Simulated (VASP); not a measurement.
# In (I4/mmm) in VASP: further runs, part 2 of 2

VASP 6.6.1. The steps go on from the part before.

## (3) Single point, PBE (strain -0.040 along x and y, -0.080 along z)

Contents of INCAR:

```
ALGO     = Fast           # electronic algorithm
EDIFF    = 1E-7           # SCF threshold, eV
ENCUT    = 520            # plane-wave cutoff, eV
GGA      = PE             # functional
ISIF     = 2              # what is computed and relaxed
ISMEAR   = 0              # smearing method
LASPH    = True           # aspherical terms in the spheres
LCHARG   = True           # write CHGCAR
LELF     = True           # ELF
LREAL    = False          # projectors in reciprocal space
LVHAR    = True         
LWAVE    = False          # write WAVECAR
NBANDS   = 12             # bands
NELM     = 60             # most SCF steps
PREC     = Accurate       # precision mode
SIGMA    = 0.15           # smearing width, eV
```

Contents of KPOINTS:

```
k-points
0
Gamma
  20 20 20
```

Contents of POSCAR:

```
In
1.0
   -1.5611040000      1.5611040000      2.2760340000
    1.5611040000     -1.5611040000      2.2760340000
    1.5611040000      1.5611040000     -2.2760340000
In
1
Direct
    0.0000000000      0.0000000000      0.0000000000
```

Potentials or basis: VASP PAW PBE potentials, release 64 (In_d).

On the command line:

```bash
$ cat potpaw_PBE.64/In_d/POTCAR > POTCAR
$ mpirun -np 1 vasp_std > vasp.out
```

OUTCAR:

```text
EDIFF = 1E-7
   ENCUT = 520
   GGA = PE
   ISIF = 2
   ISMEAR = 0
   LASPH = True
   LREAL = False
   NELM = 60
   PREC = Accurate

 ion  position               nearest neighbor table
   1  0.000  0.000  0.000-

  LATTYP: Found a body centered tetragonal cell.
 ALAT       =     3.1222080000
 C/A-ratio  =     1.4579643637

  Lattice vectors:

 A1 = (  -1.5611040000,   1.5611040000,   2.2760340000)
 A2 = (   1.5611040000,  -1.5611040000,   2.2760340000)
 A3 = (   1.5611040000,   1.5611040000,  -2.2760340000)

Analysis of symmetry for initial positions (statically):
=====================================================================
 Subroutine PRICEL returns:
 Original cell was already a primitive cell.

 Routine SETGRP: Setting up the symmetry group for a
 body centered tetragonal supercell.

 Subroutine GETGRP returns: Found 16 space group operations
 (whereof 16 operations were pure point group operations)
 out of a pool of 16 trial point group operations.

The static configuration has the point symmetry D_4h.

Analysis of symmetry for dynamics (positions and initial velocities):
[... 162 lines left out ...]
 fundamental gap:      0.0163202790
 Fermi energy:         9.6478151435

 k-point     1 :       0.0000    0.0000    0.0000
  band No.  band energies     occupation
      1      -5.3458      2.00000
      2      -5.2831      2.00000
      3      -5.2831      2.00000
      4      -5.0701      2.00000
      5      -5.0066      2.00000
      6      -1.2165      2.00000
      7      21.3819      0.00000
      8      21.6341      0.00000
      9      21.6341      0.00000
     10      21.7169      0.00000
     11      25.0395      0.00000
     12      25.0453      0.00000
[... 331 lines left out ...]
 k-point    24 :      -0.3500    0.0500    0.0000
  band No.  band energies     occupation
      1      -5.4009      2.00000
      2      -5.2798      2.00000
      3      -5.2336      2.00000
      4      -4.9366      2.00000
      5      -4.8733      2.00000
      6       1.7251      2.00000
      7      10.2846      0.00000
      8      18.6361      0.00000
      9      19.7561      0.00000
     10      21.0659      0.00000
     11      24.0789      0.00000
     12      24.4285      0.00000

 [... further k-points ...]
[... 5 lines left out ...]
  --------------------------------------------------------------------------------------
  -------------------------------------------------------------------------------------
  Total        1.8488095      1.8488095      1.7719804      0.0000000     -0.0000000      0.0000000
  in kB      133.5058656    133.5058656    127.9578922      0.0000000     -0.0000000      0.0000000
  external PRESSURE =     131.6565411 kB  Pullay stress =       0.0000000 kB

 VOLUME and BASIS-vectors are now :
 -----------------------------------------------------------------------------
  energy-cutoff  :      520.00
  volume of cell :       22.19
      direct lattice vectors                 reciprocal lattice vectors
    -1.561104000  1.561104000  2.276034000     0.000000000  0.320286156  0.219680374
     1.561104000 -1.561104000  2.276034000     0.320286156  0.000000000  0.219680374
     1.561104000  1.561104000 -2.276034000     0.320286156  0.320286156  0.000000000

 POSITION                                       TOTAL-FORCE (eV/Angst)
 -----------------------------------------------------------------------------------
      0.00000      0.00000      0.00000        -0.000000      0.000000      0.000000
 -----------------------------------------------------------------------------------
    total drift:                               -0.000000     -0.000000      0.000000

  FREE ENERGIE OF THE ION-ELECTRON SYSTEM (eV)
  ---------------------------------------------------
  free  energy   TOTEN  =        -2.3854323678 eV

  energy  without entropy=       -2.3807179921  energy(sigma->0) =       -2.38307518
```

OSZICAR:

```text
N       E                     dE             d eps       ncg     rms          rms(c)
DAV:   1     0.780916565267E+02    0.78092E+02   -0.63231E+03 15660   0.145E+03
DAV:   2     0.113377514505E+01   -0.76958E+02   -0.74816E+02 16216   0.295E+02
DAV:   3    -0.235380094062E+01   -0.34876E+01   -0.34771E+01 18416   0.639E+01
DAV:   4    -0.242625768770E+01   -0.72457E-01   -0.72432E-01 19180   0.890E+00
DAV:   5    -0.242960177463E+01   -0.33441E-02   -0.33440E-02 21472   0.174E+00    0.330E+00
RMM:   6    -0.239396649211E+01    0.35635E-01   -0.37556E-02 19133   0.313E+00    0.177E+00
RMM:   7    -0.238580113996E+01    0.81654E-02   -0.15825E-02 18503   0.172E+00    0.341E-01
RMM:   8    -0.238535936744E+01    0.44177E-03   -0.20405E-03 21883   0.648E-01    0.989E-02
RMM:   9    -0.238542029129E+01   -0.60924E-04   -0.65911E-04 24279   0.258E-01    0.486E-02
RMM:  10    -0.238542648375E+01   -0.61925E-05   -0.13997E-04 22331   0.195E-01    0.987E-03
RMM:  11    -0.238543128738E+01   -0.48036E-05   -0.64231E-05 25032   0.856E-02    0.203E-02
RMM:  12    -0.238543083185E+01    0.45553E-06   -0.12969E-05 22029   0.533E-02    0.121E-02
RMM:  13    -0.238543230147E+01   -0.14696E-05   -0.67528E-06 25408   0.237E-02    0.821E-03
RMM:  14    -0.238543236779E+01   -0.66312E-07   -0.69468E-07 15733   0.789E-03
   1 F= -.23854324E+01 E0= -.23830752E+01  d E =-.471438E-02
```

stdout:

```text
POSCAR found type information on POSCAR In
 POSCAR found :  1 types and       1 ions
 scaLAPACK will be used
 LDA part: xc-table for (Slater+PW92), standard interpolation
 POSCAR, INCAR and KPOINTS ok, starting setup
 FFT: planning ... GRIDC
 FFT: planning ... GRID_SOFT
 FFT: planning ... GRID
 WAVECAR not read
 entering main loop
WARNING in EDDRMM: call to ZHEGV failed, returncode =   8  4     11
WARNING in EDDRMM: call to ZHEGV failed, returncode =   8  4     11
WARNING in EDDRMM: call to ZHEGV failed, returncode =   8  4     12
WARNING in EDDRMM: call to ZHEGV failed, returncode =   8  4      9
WARNING in EDDRMM: call to ZHEGV failed, returncode =   8  4     10
WARNING in EDDRMM: call to ZHEGV failed, returncode =   8  4     10
WARNING in EDDRMM: call to ZHEGV failed, returncode =   8  4     11
WARNING in EDDRMM: call to ZHEGV failed, returncode =   6  3     11
WARNING in EDDRMM: call to ZHEGV failed, returncode =   6  3     11
WARNING in EDDRMM: call to ZHEGV failed, returncode =   6  3     10
```

Wall time 96 s (1 thread of AMD EPYC 9R45 (Zen 5), shared host); peak memory 0.24 GiB.

What came out:

```
Free energy : -2.3854 eV
Pressure    : 13.2 GPa
```

Stress tensor (GPa, compression positive):
```
13.35  0.00  0.00
 0.00 13.35  0.00
 0.00  0.00 12.80
```

Levels at points of the mesh, in eV from the Fermi level:
```tsv
k point	band 2	band 3	band 4	band 5	band 6	band 7	band 8	band 9	band 10	band 11
(0.00, 0.00, 0.00)	-14.93	-14.93	-14.72	-14.65	-10.86	11.73	11.99	11.99	12.07	15.39
(0.50, 0.00, 0.00)	-14.97	-14.91	-14.46	-14.44	-4.47	-4.24	9.13	9.89	11.13	13.30
(0.50, 0.50, 0.00)	-15.18	-14.47	-14.41	-14.36	-2.75	-1.60	4.09	4.25	8.07	8.13
(0.50, 0.50, 0.50)	-15.18	-14.46	-14.40	-14.40	-3.11	-2.23	4.64	4.64	8.48	8.68
```

Caveat: the cell differs from its parent crystal (strain -0.040 along x and y, -0.080 along z); spin-orbit coupling is left out, which moves the levels of the heavy elements.

## (4) Single point, PBE (strain -0.040 along x and y, -0.040 along z)

Contents of INCAR:

```
ALGO     = Fast           # electronic algorithm
EDIFF    = 1E-6           # SCF threshold, eV
ENCUT    = 520            # plane-wave cutoff, eV
GGA      = PE             # functional
ISIF     = 2              # what is computed and relaxed
ISMEAR   = 0              # smearing method
LASPH    = T              # aspherical terms in the spheres
LCHARG   = F              # write CHGCAR
LREAL    = F              # projectors in reciprocal space
LWAVE    = F              # write WAVECAR
NBANDS   = 12             # bands
NELM     = 100            # most SCF steps
PREC     = Accurate       # precision mode
SIGMA    = 0.15           # smearing width, eV
```

KPOINTS is that of step 3.

Contents of POSCAR:

```
In
1.0
   -1.5611040000      1.5611040000      2.3749920000
    1.5611040000     -1.5611040000      2.3749920000
    1.5611040000      1.5611040000     -2.3749920000
In
1
Direct
    0.0000000000      0.0000000000      0.0000000000
```

Potentials or basis: VASP PAW PBE potentials, release 64 (In_d).

On the command line:

```bash
$ cat potpaw_PBE.64/In_d/POTCAR > POTCAR
$ mpirun -np 1 vasp_std > vasp.out
```

OUTCAR:

```text
EDIFF = 1E-6
   ENCUT = 520
   GGA = PE
   ISIF = 2
   ISMEAR = 0
   LASPH = T
   LREAL = F
   NELM = 100
   PREC = Accurate

 ion  position               nearest neighbor table
   1  0.000  0.000  0.000-

  LATTYP: Found a body centered tetragonal cell.
 ALAT       =     3.1222080000
 C/A-ratio  =     1.5213541186

  Lattice vectors:

 A1 = (  -1.5611040000,   1.5611040000,   2.3749920000)
 A2 = (   1.5611040000,  -1.5611040000,   2.3749920000)
 A3 = (   1.5611040000,   1.5611040000,  -2.3749920000)

Analysis of symmetry for initial positions (statically):
=====================================================================
 Subroutine PRICEL returns:
 Original cell was already a primitive cell.

 Routine SETGRP: Setting up the symmetry group for a
 body centered tetragonal supercell.

 Subroutine GETGRP returns: Found 16 space group operations
 (whereof 16 operations were pure point group operations)
 out of a pool of 16 trial point group operations.

The static configuration has the point symmetry D_4h.

Analysis of symmetry for dynamics (positions and initial velocities):
=====================================================================
[... 162 lines left out ...]
 Fermi energy:         9.0635045288

 k-point     1 :       0.0000    0.0000    0.0000
  band No.  band energies     occupation
      1      -5.8891      2.00000
      2      -5.7468      2.00000
      3      -5.7468      2.00000
      4      -5.6304      2.00000
      5      -5.4909      2.00000
      6      -1.4389      2.00000
      7      20.6679      0.00000
      8      20.6679      0.00000
      9      20.8101      0.00000
     10      20.8808      0.00000
     11      24.1052      0.00000
     12      24.1438      0.00000
[... 331 lines left out ...]
 k-point    24 :      -0.3500    0.0500   -0.0000
  band No.  band energies     occupation
      1      -5.8734      2.00000
      2      -5.8071      2.00000
      3      -5.6996      2.00000
      4      -5.4662      2.00000
      5      -5.4078      2.00000
      6       1.4175      2.00000
      7       9.6732      0.00000
      8      17.3826      0.00000
      9      19.1071      0.00000
     10      20.6922      0.00000
     11      22.3757      0.00000
     12      23.7221      0.00000

 [... further k-points ...]
[... 5 lines left out ...]
  --------------------------------------------------------------------------------------
  -------------------------------------------------------------------------------------
  Total        1.3728129      1.3728129      1.3554432      0.0000000      0.0000000      0.0000000
  in kB       95.0027384     95.0027384     93.8007012      0.0000000      0.0000000      0.0000000
  external PRESSURE =      94.6020594 kB  Pullay stress =       0.0000000 kB

 VOLUME and BASIS-vectors are now :
 -----------------------------------------------------------------------------
  energy-cutoff  :      520.00
  volume of cell :       23.15
      direct lattice vectors                 reciprocal lattice vectors
    -1.561104000  1.561104000  2.374992000     0.000000000  0.320286156  0.210527025
     1.561104000 -1.561104000  2.374992000     0.320286156  0.000000000  0.210527025
     1.561104000  1.561104000 -2.374992000     0.320286156  0.320286156  0.000000000

 POSITION                                       TOTAL-FORCE (eV/Angst)
 -----------------------------------------------------------------------------------
      0.00000      0.00000      0.00000        -0.000000      0.000000     -0.000000
 -----------------------------------------------------------------------------------
    total drift:                               -0.000000      0.000000      0.000000

  FREE ENERGIE OF THE ION-ELECTRON SYSTEM (eV)
  ---------------------------------------------------
  free  energy   TOTEN  =        -2.4525331609 eV

  energy  without entropy=       -2.4467017153  energy(sigma->0) =       -2.44961744
```

OSZICAR:

```text
N       E                     dE             d eps       ncg     rms          rms(c)
DAV:   1     0.781783797458E+02    0.78178E+02   -0.63026E+03 15732   0.143E+03
DAV:   2     0.114503811720E+01   -0.77033E+02   -0.74936E+02 16264   0.296E+02
DAV:   3    -0.241158410692E+01   -0.35566E+01   -0.35439E+01 18268   0.639E+01
DAV:   4    -0.248833366719E+01   -0.76750E-01   -0.76725E-01 19420   0.915E+00
DAV:   5    -0.249168402303E+01   -0.33504E-02   -0.33502E-02 21028   0.172E+00    0.301E+00
RMM:   6    -0.245977960252E+01    0.31904E-01   -0.35623E-02 19088   0.303E+00    0.161E+00
RMM:   7    -0.245281369076E+01    0.69659E-02   -0.14772E-02 18428   0.164E+00    0.317E-01
RMM:   8    -0.245245783580E+01    0.35585E-03   -0.19178E-03 21618   0.646E-01    0.861E-02
RMM:   9    -0.245252211685E+01   -0.64281E-04   -0.64253E-04 24017   0.262E-01    0.489E-02
RMM:  10    -0.245252658269E+01   -0.44658E-05   -0.15386E-04 22118   0.210E-01    0.776E-03
RMM:  11    -0.245253179677E+01   -0.52141E-05   -0.73825E-05 25294   0.889E-02    0.106E-02
RMM:  12    -0.245253177112E+01    0.25652E-07   -0.12113E-05 20730   0.521E-02    0.171E-02
RMM:  13    -0.245253308331E+01   -0.13122E-05   -0.62816E-06 15562   0.254E-02    0.948E-03
RMM:  14    -0.245253316086E+01   -0.77556E-07   -0.10545E-06 11033   0.124E-02
   1 F= -.24525332E+01 E0= -.24496174E+01  d E =-.583145E-02
```

stdout:

```text
POSCAR found type information on POSCAR In
 POSCAR found :  1 types and       1 ions
 scaLAPACK will be used
 LDA part: xc-table for (Slater+PW92), standard interpolation
 POSCAR, INCAR and KPOINTS ok, starting setup
 FFT: planning ... GRIDC
 FFT: planning ... GRID_SOFT
 FFT: planning ... GRID
 WAVECAR not read
 entering main loop
WARNING in EDDRMM: call to ZHEGV failed, returncode =   8  4     11
WARNING in EDDRMM: call to ZHEGV failed, returncode =   6  3     10
WARNING in EDDRMM: call to ZHEGV failed, returncode =   8  4     11
```

Wall time 92 s (1 thread of AMD EPYC 9R45 (Zen 5), shared host); peak memory 0.25 GiB.

What came out:

```
Free energy : -2.4525 eV
Pressure    : 9.5 GPa
```

Caveat: the cell differs from its parent crystal (strain -0.040 along x and y, -0.040 along z); spin-orbit coupling is left out, which moves the levels of the heavy elements.

## (5) Overview

```csv
cell,further INCAR settings,gap on the mesh (eV),pressure (GPa)
"a = 3.108 Å, angles 122.4, 122.4, 85.8°, 1 atom",ALGO = Fast; EDIFF = 1e-06; NBANDS = 12,none,22.9
"a = 3.171 Å, angles 121.0, 121.0, 88.3°, 1 atom",ALGO = Fast; EDIFF = 1e-07; NBANDS = 12,none,13.2
"a = 3.243 Å, angles 122.4, 122.4, 85.8°, 1 atom",ALGO = Fast; EDIFF = 1e-06; NBANDS = 12,none,9.5
```

Alike in all rows: task single point; level PBE; potentials or basis VASP PAW PBE potentials, release 64 (In_d); no spin polarisation; k mesh 20 × 20 × 20; cutoff (eV) 520; smearing gaussian 0.15 eV.

Caveats: spin-orbit coupling is left out, which moves the levels of the heavy elements.

Total energies depend on the potentials used, so only differences within one code and one set of settings carry meaning.
